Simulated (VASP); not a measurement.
# BaRe (Pm-3m) in VASP: notebook, part 2 of 2

VASP 6.6.1. Earlier steps stand in the parts before.

**3. Single point, r2SCAN**

File POSCAR:

```
BaRe
1.0
    3.7233438108      0.0000000000      0.0000000000
    0.0000000000      3.7233438108      0.0000000000
    0.0000000000      0.0000000000      3.7233438108
Ba Re
1 1
Direct
    0.0000000000      0.0000000000      0.0000000000
    0.5000000000      0.5000000000      0.5000000000
```

File INCAR.step1:

```
ALGO = Normal
EDIFF = 1E-5
ENCUT = 610
GGA = PE
GGA_COMPAT = F
ISMEAR = 0
LASPH = T
LCHARG = F
LREAL = F
LWAVE = T
NBANDS = 20
NELM = 120
PREC = Accurate
SIGMA = 0.05
```

File INCAR.step2:

```
ALGO = Normal
EDIFF = 1E-6
ENCUT = 610
GGA_COMPAT = F
ISIF = 2
ISMEAR = 0
ISTART = 1
LASPH = T
LCHARG = T
LELF = T
LMIXTAU = T
LREAL = F
LVHAR = T
LWAVE = F
METAGGA = R2SCAN
NBANDS = 20
NELM = 120
PREC = Accurate
SIGMA = 0.05
```

File KPOINTS:

```
k-points
0
Gamma
  8 8 8
```

Potentials or basis: VASP PAW PBE potentials, release 64 (Ba_sv, Re_sv_GW).

The run is started by

```sh
$ cat potpaw_PBE.64/Ba_sv/POTCAR potpaw_PBE.64/Re_sv_GW/POTCAR > POTCAR
$ cp INCAR.step1 INCAR
$ mpirun -np 1 vasp_std > vasp.out
$ cp INCAR.step2 INCAR
$ mpirun -np 1 vasp_std > vasp.out
```

OUTCAR:

```text
EDIFF = 1E-6
   ENCUT = 610
   ISIF = 2
   ISMEAR = 0
   ISTART = 1
   LASPH = T
   LREAL = F
   METAGGA = R2SCAN
   NELM = 120
   PREC = Accurate

 ion  position               nearest neighbor table
   1  0.000  0.000  0.000-   2 3.22   2 3.22   2 3.22   2 3.22   2 3.22   2 3.22   2 3.22   2 3.22

   2  0.500  0.500  0.500-   1 3.22   1 3.22   1 3.22   1 3.22   1 3.22   1 3.22   1 3.22   1 3.22

  LATTYP: Found a simple cubic cell.
 ALAT       =     3.7233438108

  Lattice vectors:

 A1 = (   3.7233438108,   0.0000000000,   0.0000000000)
 A2 = (   0.0000000000,   3.7233438108,   0.0000000000)
 A3 = (   0.0000000000,   0.0000000000,   3.7233438108)

Analysis of symmetry for initial positions (statically):
=====================================================================
 Subroutine PRICEL returns:
 Original cell was already a primitive cell.

 Routine SETGRP: Setting up the symmetry group for a
 simple cubic supercell.

 Subroutine GETGRP returns: Found 48 space group operations
 (whereof 48 operations were pure point group operations)
 out of a pool of 48 trial point group operations.

The static configuration has the point symmetry O_h .

Analysis of symmetry for dynamics (positions and initial velocities):
=====================================================================
 Subroutine PRICEL returns:
 Original cell was already a primitive cell.

 Routine SETGRP: Setting up the symmetry group for a
 simple cubic supercell.

 Subroutine GETGRP returns: Found 48 space group operations
 (whereof 48 operations were pure point group operations)
 out of a pool of 48 trial point group operations.

[... 110 lines left out ...]
   PSTRESS=    0.0 pullay stress
   NELECT =      25.0000    total number of electrons
   NUPDOWN=      -1.0000    fix difference up-down
   EMIN   =  10.00;   EMAX   =-10.00  energy-range for DOS
   EFERMI =   0.00;   METHOD = LEGACY
   ISMEAR =     0;   SIGMA  =   0.05  broadening in eV -4-tet -1-fermi 0-gaus
   EFERMI_NEDOS =   21; number of points for ismear=-14 and -15
   IALGO  =     38    algorithm
   IMIX   =      4    mixing-type and parameters
     AMIX     =   0.40;   BMIX     =  1.00
     AMIX_MAG =   1.60;   BMIX_MAG =  1.00
  volume/ion in A,a.u.               =      25.81       174.17
  Fermi-wavevector in a.u.,A,eV,Ry     =   1.285647  2.429520 22.488904  1.652888
  Thomas-Fermi vector in A             =   2.417769
   LORBIT       =      0    0 simple, 1 ext, 2 COOP (PROOUT), +10 PAW based schemes
   METAGGA = R2SCAN    functional components
   LHFCALC =     F    Hartree Fock is set to
   AEXX    =    0.0000 exact exchange contribution
   IVDW    =     0    specifies the selected vdW correction
   LEPSILON=     F    determine dielectric tensor
   LRPA    =     F    only Hartree local field effects (RPA)
 non-spin polarized calculation
 Gauss-broadening in eV      SIGMA  =   0.05
  energy-cutoff  :      610.00
  volume of cell :       51.62
 maximum number of plane-waves:      1791
 NGX is ok and might be reduce to    30
   NGX = 15   NGY = 15   NGZ = 15

 number of electron      25.0000005 magnetization

 Free energy of the ion-electron system (eV)
  ---------------------------------------------------
  ext. energy  EPLUGINS =         0.00000000
  ---------------------------------------------------
  free energy    TOTEN  =       -76.01932713 eV

  energy without entropy =      -76.00919050  energy(sigma->0) =      -76.01425882

 E-fermi :   5.3286     XC(G=0): -11.6639

 val. band max:        5.3208927173   @ k =   0.5000   0.1250   0.1250
 cond. band min:       5.3297592661   @ k =   0.5000   0.1250   0.0000
 fundamental gap:      0.0088665488
 Fermi energy:         5.3286486830

 k-point     1 :       0.0000    0.0000    0.0000
  band No.  band energies     occupation
      1     -75.8050      2.00000
      2     -36.9795      2.00000
      3     -36.9795      2.00000
      4     -36.9795      2.00000
      5     -22.2518      2.00000
      6      -6.6319      2.00000
[... 541 lines left out ...]
     19      13.7112      0.00000
     20      15.2233      0.00000

 [... further k-points ...]

------------------------ aborting loop because EDIFF is reached ----------------------------------------

  FORCE on cell =-STRESS in cart. coord.  units (eV):
  Direction    XX          YY          ZZ          XY          YZ          ZX
  --------------------------------------------------------------------------------------
  -------------------------------------------------------------------------------------
  Total        0.3626001      0.3626001      0.3626001     -0.0000000      0.0000000      0.0000000
  in kB       11.2548330     11.2548330     11.2548330     -0.0000000      0.0000000      0.0000000
  external PRESSURE =      11.2548330 kB  Pullay stress =       0.0000000 kB

 VOLUME and BASIS-vectors are now :
 -----------------------------------------------------------------------------
  energy-cutoff  :      610.00
  volume of cell :       51.62
      direct lattice vectors                 reciprocal lattice vectors
     3.723343811  0.000000000  0.000000000     0.268575789  0.000000000  0.000000000
     0.000000000  3.723343811  0.000000000     0.000000000  0.268575789  0.000000000
     0.000000000  0.000000000  3.723343811     0.000000000  0.000000000  0.268575789

 POSITION                                       TOTAL-FORCE (eV/Angst)
 -----------------------------------------------------------------------------------
      0.00000      0.00000      0.00000         0.000000      0.000000      0.000000
      1.86167      1.86167      1.86167         0.000000      0.000000      0.000000
 -----------------------------------------------------------------------------------
    total drift:                                0.000000      0.000000      0.000000

  FREE ENERGIE OF THE ION-ELECTRON SYSTEM (eV)
  ---------------------------------------------------
  free  energy   TOTEN  =       -76.0193271314 eV

  energy  without entropy=      -76.0091904987  energy(sigma->0) =      -76.01425882
```

OUTCAR.step1:

```text
EDIFF = 1E-5
   ENCUT = 610
   GGA = PE
   ISMEAR = 0
   LASPH = T
[... 774 lines left out ...]
 -----------------------------------------------------------------------------------
      0.00000      0.00000      0.00000         0.000000      0.000000      0.000000
      1.86167      1.86167      1.86167         0.000000      0.000000      0.000000
 -----------------------------------------------------------------------------------
    total drift:                                0.000000      0.000000      0.000000

  FREE ENERGIE OF THE ION-ELECTRON SYSTEM (eV)
  ---------------------------------------------------
  free  energy   TOTEN  =       -11.7476817744 eV

  energy  without entropy=      -11.7386636300  energy(sigma->0) =      -11.74317270
```

OSZICAR.step1:

```text
N       E                     dE             d eps       ncg     rms          rms(c)
DAV:   1     0.229118743574E+03    0.22912E+03   -0.15656E+04  1416   0.133E+03
DAV:   2    -0.826242294138E+00   -0.22994E+03   -0.22537E+03  1820   0.339E+02
DAV:   3    -0.144520129708E+02   -0.13626E+02   -0.13474E+02  1724   0.753E+01
DAV:   4    -0.147368857505E+02   -0.28487E+00   -0.28461E+00  1740   0.110E+01
DAV:   5    -0.147437128471E+02   -0.68271E-02   -0.68268E-02  1732   0.149E+00    0.929E+01
DAV:   6    -0.124589238478E+02    0.22848E+01   -0.32993E+01  1468   0.188E+01    0.652E+01
DAV:   7    -0.122972399543E+02    0.16168E+00   -0.14329E+01  1464   0.138E+01    0.114E+01
DAV:   8    -0.117425599832E+02    0.55468E+00   -0.24367E+00  1480   0.581E+00    0.149E+00
DAV:   9    -0.117485317136E+02   -0.59717E-02   -0.97103E-02  1492   0.152E+00    0.453E+00
DAV:  10    -0.117485856722E+02   -0.53959E-04   -0.13288E-03  1688   0.212E-01    0.233E+00
DAV:  11    -0.117477136249E+02    0.87205E-03   -0.34368E-03  1540   0.246E-01    0.712E-01
DAV:  12    -0.117476910120E+02    0.22613E-04   -0.16149E-04  1760   0.711E-02    0.417E-01
DAV:  13    -0.117476817744E+02    0.92376E-05   -0.46029E-05  1132   0.358E-02
   1 F= -.11747682E+02 E0= -.11743173E+02  d E =-.901814E-02
```

Run time: 1.8 min. Hardware: 1 thread of Intel Xeon Platinum 8488C (Sapphire Rapids), shared host; peak memory 0.21 GiB.

Results:

| Item | Value |
| --- | --- |
| Free energy | -76.0193 eV |
| Pressure | 1.1 GPa |
| Band gap on the k mesh | zero (an odd number of electrons rules out a gap without spin polarisation) |

Levels at points of the mesh, in eV from the Fermi level:
```csv
k point,band 9,band 10,band 11,band 12,band 13,band 14,band 15,band 16
"(0.00, 0.00, 0.00)",-4.45,-2.49,-2.49,-0.03,-0.03,-0.03,4.60,4.60
"(0.50, 0.00, 0.00)",-1.51,-1.16,-0.24,0.13,0.13,0.33,1.62,2.19
"(0.50, 0.50, 0.00)",-3.63,-1.75,-1.14,-1.14,1.35,1.40,3.89,3.89
"(0.50, 0.50, 0.50)",-0.21,-0.21,-0.21,0.09,0.09,0.09,1.46,1.46
```

Caveat: the PAW data sets were made with another functional, which shifts forces and pressure a little; spin-orbit coupling is left out, which moves the levels of the heavy elements.
